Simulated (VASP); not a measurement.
# HgTe (P6_3mc) in VASP: a series of runs, part 2 of 2

VASP 6.6.1. The steps go on from the part before.

## Step 4: Single point, PBEsol

The input, INCAR:

```
ALGO = Normal
EDIFF = 1E-6
ENCUT = 500
GGA = PS
GGA_COMPAT = False
ISIF = 2
ISMEAR = -1
LASPH = True
LCHARG = False
LREAL = False
LWAVE = False
NBANDS = 26
NELM = 120
PREC = Accurate
SIGMA = 0.02
```

The input, KPOINTS:

```
Automatic mesh
0
Gamma
  6 6 2
  0 0 0.5
```

The input, POSCAR:

```
HgTe
1.0
    4.6426044299      0.0000000000      0.0000000000
   -2.3213022150      4.0206133760      0.0000000000
    0.0000000000      0.0000000000      7.6245015987
Hg Te
2 2
Direct
    0.3333333333      0.6666666667      0.0004981612
    0.6666666667      0.3333333333      0.5004981612
    0.3333333333      0.6666666667      0.3745018388
    0.6666666667      0.3333333333      0.8745018388
```

Potentials or basis: VASP PAW PBE potentials, release 64 (Hg, Te).

On the command line:

```bash
> cat potpaw_PBE.64/Hg/POTCAR potpaw_PBE.64/Te/POTCAR > POTCAR
> mpirun -np 1 vasp_std > vasp.out
```

OUTCAR:

```text
EDIFF = 1E-6
   ENCUT = 500
   GGA = PS
   ISIF = 2
   ISMEAR = -1
   LASPH = True
   LREAL = False
   NELM = 120
   PREC = Accurate

 ion  position               nearest neighbor table
   1  0.333  0.667  0.000-   4 2.85   4 2.85   4 2.85   3 2.85
   2  0.667  0.333  0.500-   3 2.85   3 2.85   3 2.85   4 2.85
   3  0.333  0.667  0.375-   2 2.85   2 2.85   2 2.85   1 2.85
   4  0.667  0.333  0.875-   1 2.85   1 2.85   1 2.85   2 2.85

  LATTYP: Found a hexagonal cell.
 ALAT       =     4.6426044299
 C/A-ratio  =     1.6422897350

  Lattice vectors:

 A1 = (   4.6426044299,   0.0000000000,   0.0000000000)
 A2 = (  -2.3213022150,   4.0206133760,   0.0000000000)
 A3 = (   0.0000000000,   0.0000000000,   7.6245015987)

Analysis of symmetry for initial positions (statically):
=====================================================================
 Subroutine PRICEL returns:
 Original cell was already a primitive cell.

[... 152 lines left out ...]
  ---------------------------------------------------
  free energy    TOTEN  =        -8.68546955 eV

  energy without entropy =       -8.68546955  energy(sigma->0) =       -8.68546955

 E-fermi :   2.6781     XC(G=0):  -8.6878

 val. band max:        2.2874497967   @ k =   0.0000   0.0000   0.2500
 cond. band min:       3.0543234359   @ k =   0.0000   0.0000   0.2500
 fundamental gap:      0.7668736392
 Fermi energy:         2.6781246466

 k-point     1 :       0.0000    0.0000    0.2500
  band No.  band energies     occupation
      1      -9.1649      2.00000
      2      -8.7992      2.00000
      3      -4.6119      2.00000
      4      -4.6083      2.00000
      5      -4.6083      2.00000
      6      -4.5483      2.00000
[... 192 lines left out ...]
     25       9.3877      0.00000
     26       9.3877      0.00000

------------------------ aborting loop because EDIFF is reached ----------------------------------------

  FORCE on cell =-STRESS in cart. coord.  units (eV):
  Direction    XX          YY          ZZ          XY          YZ          ZX
  --------------------------------------------------------------------------------------
  -------------------------------------------------------------------------------------
  Total       -0.9224724     -0.9224724     -0.8829419      0.0000000      0.0000000      0.0000000
  in kB      -10.3848087    -10.3848087     -9.9397909      0.0000000      0.0000000      0.0000000
  external PRESSURE =     -10.2364694 kB  Pullay stress =       0.0000000 kB

 VOLUME and BASIS-vectors are now :
 -----------------------------------------------------------------------------
  energy-cutoff  :      500.00
  volume of cell :      142.32
      direct lattice vectors                 reciprocal lattice vectors
     4.642604430  0.000000000  0.000000000     0.215396340  0.124359135  0.000000000
    -2.321302215  4.020613376  0.000000000     0.000000000  0.248718269  0.000000000
     0.000000000  0.000000000  7.624501599     0.000000000  0.000000000  0.131156114

 POSITION                                       TOTAL-FORCE (eV/Angst)
 -----------------------------------------------------------------------------------
     -0.00000      2.68041      0.00380        -0.000000      0.000000     -0.018451
      2.32130      1.34020      3.81605         0.000000      0.000000     -0.018451
     -0.00000      2.68041      2.85539         0.000000      0.000000      0.018451
      2.32130      1.34020      6.66764         0.000000      0.000000      0.018451
 -----------------------------------------------------------------------------------
    total drift:                               -0.000000      0.000000     -0.000225

  FREE ENERGIE OF THE ION-ELECTRON SYSTEM (eV)
  ---------------------------------------------------
  free  energy   TOTEN  =        -8.6854695502 eV

  energy  without entropy=       -8.6854695499  energy(sigma->0) =       -8.68546955
```

It took 27 s on 1 thread of Intel Xeon 6975P-C, shared host; peak memory 0.25 GiB.

Results:

```yaml
Free_energy: -8.6855 eV
Pressure: -1.0 GPa
Largest_force: 0.018 eV/Å
Band_gap_on_the_k_mesh: 0.77 eV, direct
```

Forces in eV/Å, atoms in the order of the input:
```
Hg   0.000  0.000 -0.018
Hg   0.000  0.000 -0.018
Te   0.000  0.000  0.018
Te   0.000  0.000  0.018
```

Levels at points of the mesh, in eV from the valence-band top:
```csv
k point,band 16,band 17,band 18,band 19,band 20,band 21
"(0.00, 0.00, 0.25)",-0.63,0.00,0.00,0.77,0.82,4.25
```

Caveat: the PAW data sets were made with another functional, which shifts forces and pressure a little; spin-orbit coupling is left out, which moves the levels of the heavy elements.

## Step 5: Single point, PBEsol

The input, INCAR:

```
SYSTEM = HgTe
  ALGO = Normal
  EDIFF = 1E-6
  ENCUT = 500
  GGA = PS
  GGA_COMPAT = .False.
  ISIF = 2
  ISMEAR = -1
  LASPH = .True.
  LCHARG = .False.
  LREAL = .False.
  LWAVE = .False.
  NBANDS = 26
  NELM = 120
  PREC = Accurate
  SIGMA = 0.02
```

The input, KPOINTS:

```
k-points
0
Gamma
  6 6 2
  0 0 0
```

POSCAR is that of step 4.

Potentials or basis: VASP PAW PBE potentials, release 64 (Hg, Te).

On the command line:

```bash
> cat potpaw_PBE.64/Hg/POTCAR potpaw_PBE.64/Te/POTCAR > POTCAR
> mpirun -np 1 vasp_std > vasp.out
```

OUTCAR:

```text
SYSTEM = HgTe
   EDIFF = 1E-6
   ENCUT = 500
   GGA = PS
   ISIF = 2
   ISMEAR = -1
   LASPH = .True.
   LREAL = .False.
   NELM = 120
   PREC = Accurate

 ion  position               nearest neighbor table
   1  0.333  0.667  0.000-   4 2.85   4 2.85   4 2.85   3 2.85
   2  0.667  0.333  0.500-   3 2.85   3 2.85   3 2.85   4 2.85
   3  0.333  0.667  0.375-   2 2.85   2 2.85   2 2.85   1 2.85
   4  0.667  0.333  0.875-   1 2.85   1 2.85   1 2.85   2 2.85

  LATTYP: Found a hexagonal cell.
 ALAT       =     4.6426044299
 C/A-ratio  =     1.6422897350

[... 592 lines left out ...]
  --------------------------------------------------------------------------------------
  -------------------------------------------------------------------------------------
  Total       -0.9144901     -0.9144901     -1.0356960      0.0000000      0.0000000      0.0000000
  in kB      -10.2949479    -10.2949479    -11.6594331      0.0000000      0.0000000      0.0000000
  external PRESSURE =     -10.7497763 kB  Pullay stress =       0.0000000 kB

 VOLUME and BASIS-vectors are now :
 -----------------------------------------------------------------------------
  energy-cutoff  :      500.00
  volume of cell :      142.32
      direct lattice vectors                 reciprocal lattice vectors
     4.642604430  0.000000000  0.000000000     0.215396340  0.124359135  0.000000000
    -2.321302215  4.020613376  0.000000000     0.000000000  0.248718269  0.000000000
     0.000000000  0.000000000  7.624501599     0.000000000  0.000000000  0.131156114

 POSITION                                       TOTAL-FORCE (eV/Angst)
 -----------------------------------------------------------------------------------
     -0.00000      2.68041      0.00380        -0.000000      0.000000      0.006762
      2.32130      1.34020      3.81605         0.000000     -0.000000      0.006762
     -0.00000      2.68041      2.85539         0.000000      0.000000     -0.006762
      2.32130      1.34020      6.66764         0.000000      0.000000     -0.006762
 -----------------------------------------------------------------------------------
    total drift:                               -0.000000      0.000000     -0.000259

  FREE ENERGIE OF THE ION-ELECTRON SYSTEM (eV)
  ---------------------------------------------------
  free  energy   TOTEN  =        -8.7096944642 eV

  energy  without entropy=       -8.7088705089  energy(sigma->0) =       -8.70928249
```

OSZICAR:

```text
N       E                     dE             d eps       ncg     rms          rms(c)
DAV:   1     0.226492797277E+03    0.22649E+03   -0.15304E+04   728   0.116E+03
DAV:   2     0.278904142463E+01   -0.22370E+03   -0.21559E+03   798   0.271E+02
DAV:   3    -0.900564565241E+01   -0.11795E+02   -0.11695E+02   862   0.622E+01
DAV:   4    -0.916612092181E+01   -0.16048E+00   -0.16030E+00   888   0.648E+00
DAV:   5    -0.916765360973E+01   -0.15327E-02   -0.15327E-02   864   0.683E-01    0.960E+00
DAV:   6    -0.872782124440E+01    0.43983E+00   -0.10172E+00   776   0.108E+01    0.767E+00
DAV:   7    -0.871480396135E+01    0.13017E-01   -0.31675E-01   750   0.297E+00    0.273E+00
DAV:   8    -0.870993156265E+01    0.48724E-02   -0.37836E-02   750   0.183E+00    0.740E-01
DAV:   9    -0.870975848580E+01    0.17308E-03   -0.38678E-03   804   0.609E-01    0.209E-01
DAV:  10    -0.870968481383E+01    0.73672E-04   -0.38865E-04   776   0.193E-01    0.479E-02
DAV:  11    -0.870970013255E+01   -0.15319E-04   -0.18823E-04   778   0.102E-01    0.484E-02
DAV:  12    -0.870969606260E+01    0.40700E-05   -0.15605E-05   776   0.344E-02    0.372E-02
DAV:  13    -0.870969459510E+01    0.14675E-05   -0.23676E-05   754   0.376E-02    0.277E-02
DAV:  14    -0.870969446420E+01    0.13090E-06   -0.40081E-06   654   0.165E-02
   1 F= -.87096945E+01 E0= -.87092825E+01  d E =-.823955E-03
```

stdout:

```text
POSCAR found type information on POSCAR HgTe
 POSCAR found :  2 types and       4 ions
 scaLAPACK will be used
 -----------------------------------------------------------------------------
|                                                                             |
|                                                                             |
|     You enforced a specific xc type in the INCAR file but a different       |
|     I HOPE YOU KNOW WHAT YOU ARE DOING!                                     |
|                                                                             |
 -----------------------------------------------------------------------------

 LDA part: xc-table for (Slater+PW92), standard interpolation
 POSCAR, INCAR and KPOINTS ok, starting setup
 FFT: planning ... GRIDC
 FFT: planning ... GRID_SOFT
 FFT: planning ... GRID
 WAVECAR not read
 entering main loop
```

Wall time 42 s (1 thread of Intel Xeon 6975P-C, shared host); peak memory 0.27 GiB.

Results:

| Property | Result |
| --- | --- |
| Free energy | -8.7097 eV |
| Pressure | -1.1 GPa |
| Largest force | 0.007 eV/Å |
| Band gap on the k mesh | zero (filled and empty bands touch) |

Forces on the atoms (eV/Å):
```
Hg   0.000  0.000  0.007
Hg   0.000  0.000  0.007
Te   0.000  0.000 -0.007
Te   0.000  0.000 -0.007
```

Stress tensor (GPa, compression positive):
```
-1.03  0.00  0.00
 0.00 -1.03  0.00
 0.00  0.00 -1.17
```

Caveat: the k points lie up to 0.41 Å⁻¹ apart; the PAW data sets were made with another functional, which shifts forces and pressure a little; spin-orbit coupling is left out, which moves the levels of the heavy elements.

## Step 6: Single point, PBEsol

The input, INCAR:

```
SYSTEM = HgTe
  ALGO = Normal
  EDIFF = 1E-6
  ENCUT = 500
  GGA = PS
  GGA_COMPAT = .False.
  ISIF = 2
  ISMEAR = -5
  LASPH = .True.
  LCHARG = .True.
  LELF = .True.
  LREAL = .False.
  LVHAR = .True.
  LWAVE = .False.
  NBANDS = 26
  NELM = 120
  PREC = Accurate
  SIGMA = 0.1
```

KPOINTS is that of step 5.

POSCAR is that of step 5.

Potentials or basis: VASP PAW PBE potentials, release 64 (Hg, Te).

On the command line:

```bash
> cat potpaw_PBE.64/Hg/POTCAR potpaw_PBE.64/Te/POTCAR > POTCAR
> mpirun -np 1 vasp_std > vasp.out
```

Wall time 44 s (1 thread of Intel Xeon 6975P-C, shared host); peak memory 0.26 GiB.

Results (log left out):

```
Free energy            : -8.7089 eV
Pressure               : -1.1 GPa
Largest force          : 0.007 eV/Å
Band gap on the k mesh : zero (filled and empty bands touch)
```

Forces in eV/Å, atoms in the order of the input:
```
Hg   0.000  0.000  0.007
Hg   0.000  0.000  0.007
Te   0.000  0.000 -0.007
Te   0.000  0.000 -0.007
```

Stress tensor (GPa, compression positive):
```
-1.03  0.00  0.00
 0.00 -1.03  0.00
 0.00  0.00 -1.16
```

Levels at points of the mesh, in eV from the Fermi level:
```csv
k point,band 15,band 16,band 17,band 18,band 19,band 20,band 21,band 22
"(0.00, 0.00, 0.00)",-0.90,-0.90,-0.08,0.00,0.00,0.51,4.24,4.24
"(0.50, 0.00, 0.00)",-2.94,-2.07,-1.51,-0.90,1.57,1.75,3.98,4.88
"(0.00, 0.00, 0.50)",-0.49,-0.49,-0.49,-0.49,0.87,0.87,4.73,4.73
"(0.50, 0.00, 0.50)",-1.64,-1.64,-1.54,-1.54,1.37,1.37,3.56,3.56
```

Caveat: the k points lie up to 0.41 Å⁻¹ apart; the PAW data sets were made with another functional, which shifts forces and pressure a little; spin-orbit coupling is left out, which moves the levels of the heavy elements; tetrahedron occupations give inexact forces and stress in metals.

## Step 7: The runs side by side

```tsv
k mesh	smearing	gap on the mesh (eV)	pressure (GPa)	largest force (eV/Å)
6 × 6 × 2	fermi-dirac 0.02 eV	none	-1.1	0.01
6 × 6 × 2	fermi-dirac 0.2 eV	none	-1.0	-
6 × 6 × 2, shifted	fermi-dirac 0.02 eV	0.77	-1.0	0.02
6 × 6 × 2	tetrahedron	none	-1.1	0.01
```

Alike in all rows: task single point; level PBEsol; potentials or basis VASP PAW PBE potentials, release 64 (Hg, Te); no spin polarisation; cell as given; cutoff (eV) 500.

Caveats: some runs use coarse meshes; the PAW data sets were made with another functional, which shifts forces and pressure a little; spin-orbit coupling is left out, which moves the levels of the heavy elements; tetrahedron occupations give inexact forces and stress in metals (some runs).

Absolute energies hang on the potentials; compare differences alone.
